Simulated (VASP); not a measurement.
# MoW5 in VASP: single point with PBE

Aim: the single point of MoW5 with PBE.

Everything below comes from runs of VASP 6.6.1. Logs are shortened: lines on timing, memory, paths and dates and some standing lists are left out, and cuts for length are marked.

### 1 The cell of the first run

The typed cell holds 12 atoms: a = 3.171 Å, b = 6.392 Å, c = 9.518 Å, α = 90.00°, β = 90.00°, γ = 90.00°.

### 2 Single point, PBE

Contents of INCAR:

```
SYSTEM = MoW5
  PREC = Accurate
  ENCUT = 520
  EDIFF = 1E-6
  ISMEAR = 0
  SIGMA = 0.2
  LREAL = .False.
  LASPH = .True.
  NELM = 80
  ALGO = Fast
  ISIF = 2
  LWAVE = .False.
  LCHARG = .False.
  GGA = PE
  NBANDS = 96
```

Contents of KPOINTS:

```
regular mesh
0
Gamma
  6 4 2
  0 0 0
```

Contents of POSCAR:

```
MoW5
1.0
   -0.0003735720     -3.1705955248      0.0001404336
   -6.3924440578      0.0003508253      0.0000580643
   -0.0000011706      0.0003238367     -9.5179116828
Mo W
2 10
Direct
    0.4999856772      0.7500150854      0.5000073321
    0.4999970214      0.2499912087      0.5000032857
    1.0000045922      0.4999890663      0.3337886119
    1.0000062191      0.9999976747      0.3337845115
    0.4999994004      0.7499984694      0.1671360342
    0.4999994190      0.2500028517      0.1671404358
    0.9999998028      0.9999883103     -0.0000037615
    0.9999947807      0.5000094476     -0.0000053924
    0.4999899060      0.7500039463      0.8328565302
    0.5000112158      0.2499896913      0.8328703005
    1.0000116238      0.5000022570      0.6662102940
    0.0000003416      0.0000119910      0.6662118180
```

Potentials or basis: VASP PAW PBE potentials, release 64 (Mo_sv, W_sv).

Started as:

```sh
$ cat potpaw_PBE.64/Mo_sv/POTCAR potpaw_PBE.64/W_sv/POTCAR > POTCAR
$ mpirun -np 1 vasp_std > vasp.out
```

OUTCAR:

```text
SYSTEM = MoW5
   PREC = Accurate
   ENCUT = 520
   EDIFF = 1E-6
   ISMEAR = 0
   LREAL = .False.
   LASPH = .True.
   NELM = 80
   ISIF = 2
   GGA = PE

 ion  position               nearest neighbor table
   1  0.500  0.750  0.500-   4 2.75  11 2.75  12 2.75  12 2.75   3 2.75  11 2.75   4 2.75   3 2.75
                             9 3.17   5 3.17   2 3.20   2 3.20
   2  0.500  0.250  0.500-  12 2.75   3 2.75   4 2.75  11 2.75  11 2.75   4 2.75  12 2.75   3 2.75
                             6 3.17  10 3.17   1 3.20   1 3.20
   3  0.000  0.500  0.334-   2 2.75   1 2.75   2 2.75   1 2.75   6 2.75   6 2.75   5 2.75   5 2.75
                            11 3.16   8 3.18   4 3.20   4 3.20
   4  0.000  1.000  0.334-   1 2.75   2 2.75   2 2.75   1 2.75   6 2.75   5 2.75   5 2.75   6 2.75
                            12 3.16   7 3.18   3 3.20   3 3.20
   5  0.500  0.750  0.167-   3 2.75   4 2.75   4 2.75   3 2.75   7 2.76   8 2.76   8 2.76   7 2.76
                             1 3.17   9 3.18   6 3.20   6 3.20
   6  0.500  0.250  0.167-   4 2.75   3 2.75   3 2.75   4 2.75   8 2.76   7 2.76   7 2.76   8 2.76
                             2 3.17  10 3.18   5 3.20   5 3.20
   7  1.000  1.000  1.000-  10 2.76   5 2.76   9 2.76   9 2.76   6 2.76   6 2.76  10 2.76   5 2.76
                            12 3.18   4 3.18   8 3.20   8 3.20
   8  1.000  0.500  1.000-   9 2.76  10 2.76   6 2.76   5 2.76   5 2.76  10 2.76   9 2.76   6 2.76
                            11 3.18   3 3.18   7 3.20   7 3.20
   9  0.500  0.750  0.833-  12 2.75  11 2.75  11 2.75  12 2.75   8 2.76   7 2.76   7 2.76   8 2.76
                             1 3.17   5 3.18  10 3.20  10 3.20
  10  0.500  0.250  0.833-  12 2.75  12 2.75  11 2.75  11 2.75   7 2.76   8 2.76   8 2.76   7 2.76
                             2 3.17   6 3.18   9 3.20   9 3.20
  11  0.000  0.500  0.666-   1 2.75   2 2.75   2 2.75   1 2.75   9 2.75  10 2.75   9 2.75  10 2.75
                             3 3.16   8 3.18  12 3.20  12 3.20
  12  0.000  0.000  0.666-   2 2.75   1 2.75   1 2.75   2 2.75   9 2.75  10 2.75  10 2.75   9 2.75
                             4 3.16   7 3.18  11 3.20  11 3.20

  LATTYP: Found a simple monoclinic cell.
 ALAT       =     9.5179116883
 B/A-ratio  =     0.6716225446
 C/A-ratio  =     2.0275265217
 COS(beta)  =    -0.9864107275

  Lattice vectors:

 A1 = (  -0.0000011706,   0.0003238367,  -9.5179116828)
 A2 = (  -6.3924440578,   0.0003508253,   0.0000580643)
 A3 = (   0.0003759132,   3.1699478514,  19.0356829320)

Analysis of symmetry for initial positions (statically):
=====================================================================
 Subroutine PRICEL returns:
 Original cell was already a primitive cell.

 Routine SETGRP: Setting up the symmetry group for a
 simple monoclinic supercell.

 Subroutine GETGRP returns: Found  1 space group operations
 (whereof  1 operations were pure point group operations)
 out of a pool of  4 trial point group operations.

The static configuration has the point symmetry C_1 .

Analysis of symmetry for dynamics (positions and initial velocities):
=====================================================================
 Subroutine PRICEL returns:
 Original cell was already a primitive cell.

 Routine SETGRP: Setting up the symmetry group for a
 simple monoclinic supercell.

 Subroutine GETGRP returns: Found  1 space group operations
 (whereof  1 operations were pure point group operations)
 out of a pool of  4 trial point group operations.

The dynamic configuration has the point symmetry C_1 .

 Subroutine INISYM returns: Found  1 space group operations
 (whereof  1 operations are pure point group operations),
 and found     1 'primitive' translations

----------------------------------------------------------------------------------------

                                     Primitive cell

  volume of cell :     192.9077

  direct lattice vectors                    reciprocal lattice vectors
    -0.000373572 -3.170595525  0.000140434    -0.000017310 -0.315398160 -0.000010731
    -6.392444058  0.000350825  0.000058064    -0.156434688  0.000018432  0.000000020
    -0.000001171  0.000323837 -9.517911683    -0.000000955 -0.000004653 -0.105065064

  length of vectors
     3.170595550  6.392444068  9.517911688     0.315398161  0.156434689  0.105065064

  position of ions in fractional coordinates (direct lattice)
     0.499985677  0.750015085  0.500007332
     0.499997021  0.249991209  0.500003286
     0.000004592  0.499989066  0.333788612
[... 32 lines left out ...]

 Generating k-lattice:

  Cartesian coordinates                     Fractional coordinates (reciprocal lattice)
    -0.000002885 -0.052566360 -0.000001789     0.166666667  0.000000000  0.000000000
    -0.039108672  0.000004608  0.000000005     0.000000000  0.250000000  0.000000000
    -0.000000477 -0.000002327 -0.052532532     0.000000000  0.000000000  0.500000000

  Length of vectors
     0.052566360  0.039108672  0.052532532

  Shift w.r.t. Gamma in fractional coordinates (k-lattice)
     0.000000000  0.000000000  0.000000000

 Subroutine IBZKPT returns following result:
 ===========================================

 Found     28 irreducible k-points:

 Following reciprocal coordinates:
            Coordinates               Weight
  0.000000  0.000000  0.000000      1.000000
  0.166667  0.000000 -0.000000      2.000000
  0.333333  0.000000 -0.000000      2.000000
  0.500000  0.000000  0.000000      1.000000
 -0.000000  0.250000  0.000000      2.000000
  0.166667  0.250000  0.000000      2.000000
[... 16 lines left out ...]
 -0.333333  0.250000  0.500000      2.000000
 -0.166667  0.250000  0.500000      2.000000
 [... further k-points ...]
   k-points           NKPTS =     28   k-points in BZ     NKDIM =     28   number of bands    NBANDS=     96
   number of dos      NEDOS =    301   number of ions     NIONS =     12
   total plane-waves  NPLWV =  82944
   dimension x,y,z NGX =    24 NGY =   48 NGZ =   72
   dimension x,y,z NGXF=    48 NGYF=   96 NGZF=  144
   ions per type =               2  10
   NGX,Y,Z   is equivalent  to a cutoff of  12.58, 12.48, 12.58 a.u.
   NGXF,Y,Z  is equivalent  to a cutoff of  25.17, 24.97, 25.15 a.u.
 SYSTEM =  MoW5
   PREC   = accura    normal or accurate (medium, high low for compatibility)
   ISTART =      0    job   : 0-new  1-cont  2-samecut
   ICHARG =      2    charge: 1-file 2-atom 10-const
   ISPIN  =      1    spin polarized calculation?
   LNONCOLLINEAR =      F non collinear calculations
   LSORBIT =      F    spin-orbit coupling
   LASPH  =      T    aspherical Exc in radial PAW
   ENCUT  =  520.0 eV  38.22 Ry    6.18 a.u.   5.90 11.89 17.70*2*pi/ulx,y,z
   NELM   =     80;   NELMIN=  2; NELMDL= -5     # of ELM steps
   EDIFF  = 0.1E-05   stopping-criterion for ELM
   LREAL  =      F    real-space projection
   EDIFFG = 0.1E-04   stopping-criterion for IOM
   NSW    =      0    number of steps for IOM
   IBRION =     -1    ionic relax: 0-MD 1-quasi-New 2-CG
   NFREE  =      0    steps in history (QN), initial steepest desc. (CG)
   ISIF   =      2    stress and relaxation
   ISYM   =      2    0-nonsym 1-usesym 2-fastsym
   POTIM  = 0.5000    time-step for ionic-motion
   TEBEG  =    0.0;   TEEND  =   0.0 temperature during run
   PSTRESS=    0.0 pullay stress
   NELECT =     168.0000    total number of electrons
   NUPDOWN=      -1.0000    fix difference up-down
   EMIN   =  10.00;   EMAX   =-10.00  energy-range for DOS
   EFERMI =   0.00;   METHOD = LEGACY
   ISMEAR =     0;   SIGMA  =   0.20  broadening in eV -4-tet -1-fermi 0-gaus
   EFERMI_NEDOS =   21; number of points for ismear=-14 and -15
   IALGO  =     68    algorithm
   IMIX   =      4    mixing-type and parameters
     AMIX     =   0.40;   BMIX     =  1.00
     AMIX_MAG =   1.60;   BMIX_MAG =  1.00
  volume/ion in A,a.u.               =      16.08       108.48
  Fermi-wavevector in a.u.,A,eV,Ry     =   1.563369  2.954339 33.254299  2.444122
  Thomas-Fermi vector in A             =   2.666150
   LORBIT       =      0    0 simple, 1 ext, 2 COOP (PROOUT), +10 PAW based schemes
   GGA     = PE    functional components
   LHFCALC =     F    Hartree Fock is set to
   AEXX    =    0.0000 exact exchange contribution
   IVDW    =     0    specifies the selected vdW correction
   LEPSILON=     F    determine dielectric tensor
   LRPA    =     F    only Hartree local field effects (RPA)
 non-spin polarized calculation
 RMM-DIIS sequential band-by-band and
 Gauss-broadening in eV      SIGMA  =   0.20
  energy-cutoff  :      520.00
  volume of cell :      192.91
 maximum number of plane-waves:      5232
   NGX = 11   NGY = 23   NGZ = 35

 number of electron     167.9999986 magnetization

 Free energy of the ion-electron system (eV)
  ---------------------------------------------------
  ext. energy  EPLUGINS =         0.00000000
  ---------------------------------------------------
  free energy    TOTEN  =      -151.54450863 eV

  energy without entropy =     -151.43829455  energy(sigma->0) =     -151.49140159

 E-fermi :  11.4239     XC(G=0): -13.5075

 val. band max:       11.4016481354   @ k =   0.5000   0.2500   0.0000
 cond. band min:      11.4274358855   @ k =  -0.0000   0.5000   0.0000
 fundamental gap:      0.0257877502
 Fermi energy:        11.4238952002

 k-point     1 :       0.0000    0.0000    0.0000
  band No.  band energies     occupation
      1     -62.7967      2.00000
      2     -62.7733      2.00000
      3     -62.7413      2.00000
      4     -62.7367      2.00000
      5     -62.7222      2.00000
      6     -62.6834      2.00000
[... 2365 lines left out ...]
     95      13.2642      0.00000
     96      13.3845      0.00000

 [... further k-points ...]
[... 5 lines left out ...]
  --------------------------------------------------------------------------------------
  -------------------------------------------------------------------------------------
  Total        0.5167459      0.5749917      0.5519341     -0.0108488      0.0132912      0.0017085
  in kB        4.2917874      4.7755426      4.5840397     -0.0901037      0.1103887      0.0141899
  external PRESSURE =       4.5504566 kB  Pullay stress =       0.0000000 kB

 VOLUME and BASIS-vectors are now :
 -----------------------------------------------------------------------------
  energy-cutoff  :      520.00
  volume of cell :      192.91
      direct lattice vectors                 reciprocal lattice vectors
    -0.000373572 -3.170595525  0.000140434    -0.000017310 -0.315398160 -0.000010731
    -6.392444058  0.000350825  0.000058064    -0.156434688  0.000018432  0.000000020
    -0.000001171  0.000323837 -9.517911683    -0.000000955 -0.000004653 -0.105065064

 POSITION                                       TOTAL-FORCE (eV/Angst)
 -----------------------------------------------------------------------------------
     -4.79462     -1.58483     -4.75891         0.001789     -0.000731      0.001399
     -1.59824     -1.58504     -4.75890        -0.001455     -0.000147      0.000216
     -3.19615      0.00027     -3.17694        -0.001220      0.000260     -0.016472
     -6.39243      0.00044     -3.17687         0.000221      0.000304     -0.016529
     -4.79451     -1.58498     -1.59067         0.000132     -0.000031     -0.005151
     -1.59832     -1.58515     -1.59074         0.000408     -0.000110     -0.003934
     -6.39274     -3.16992     -9.51768        -0.001469     -0.000070     -0.000776
     -3.19666     -3.17008     -9.51769         0.001357     -0.000248     -0.000717
     -4.79455     -1.58473     -7.92694         0.000801     -0.000359      0.004044
     -1.59823     -1.58498     -7.92710        -0.001438      0.000467      0.005588
     -3.19624      0.00035     -6.34090         0.000140      0.000562      0.016096
     -0.00008      0.00021     -6.34095         0.000733      0.000103      0.016237
 -----------------------------------------------------------------------------------
    total drift:                                0.000023      0.000039      0.000003

  FREE ENERGIE OF THE ION-ELECTRON SYSTEM (eV)
  ---------------------------------------------------
  free  energy   TOTEN  =      -151.5445086317 eV

  energy  without entropy=     -151.4382945471  energy(sigma->0) =     -151.49140159
```

Wall time 13 min (1 thread of Intel Xeon Platinum 8259CL at 2.50GHz (Skylake/Cascade Lake), shared host); peak memory 0.5 GiB.

What came out:

| Item | Value |
| --- | --- |
| Free energy | -151.5445 eV |
| Pressure | 0.5 GPa |
| Largest force | 0.017 eV/Å |
| Band gap on the k mesh | zero (bands 84 and 85 overlap by 0.76 eV) |

Forces on the atoms (eV/Å):
```
Mo   0.002 -0.001  0.001
Mo  -0.001  0.000  0.000
W   -0.001  0.000 -0.016
W    0.000  0.000 -0.017
W    0.000  0.000 -0.005
W    0.000  0.000 -0.004
W   -0.001  0.000 -0.001
W    0.001  0.000 -0.001
W    0.001  0.000  0.004
W   -0.001  0.000  0.006
W    0.000  0.001  0.016
W    0.001  0.000  0.016
```

Levels at points of the mesh, in eV from the Fermi level:
```csv
k point,band 81,band 82,band 83,band 84,band 85,band 86,band 87,band 88
"(0.00, 0.00, 0.00)",-0.77,-0.70,-0.59,-0.58,-0.47,-0.47,-0.18,-0.06
"(0.50, 0.00, 0.00)",-0.68,-0.61,-0.57,-0.49,0.74,0.74,1.10,1.30
"(0.00, 0.50, 0.00)",-1.29,-1.29,-0.54,-0.54,0.00,0.00,0.11,0.11
"(0.50, 0.50, 0.00)",-1.82,-1.82,-1.77,-1.77,0.91,0.91,0.91,0.92
"(0.00, 0.00, 0.50)",-0.67,-0.59,-0.57,-0.49,0.18,0.26,0.36,0.39
"(0.50, 0.00, 0.50)",-0.12,-0.12,0.21,0.29,0.39,0.43,0.80,0.81
"(0.00, 0.50, 0.50)",0.23,0.23,0.25,0.25,0.54,0.54,0.62,0.63
"(0.50, 0.50, 0.50)",-0.98,-0.98,-0.97,-0.97,1.11,1.11,1.19,1.19
```

Caveat: spin-orbit coupling is left out, which moves the levels of the heavy elements.
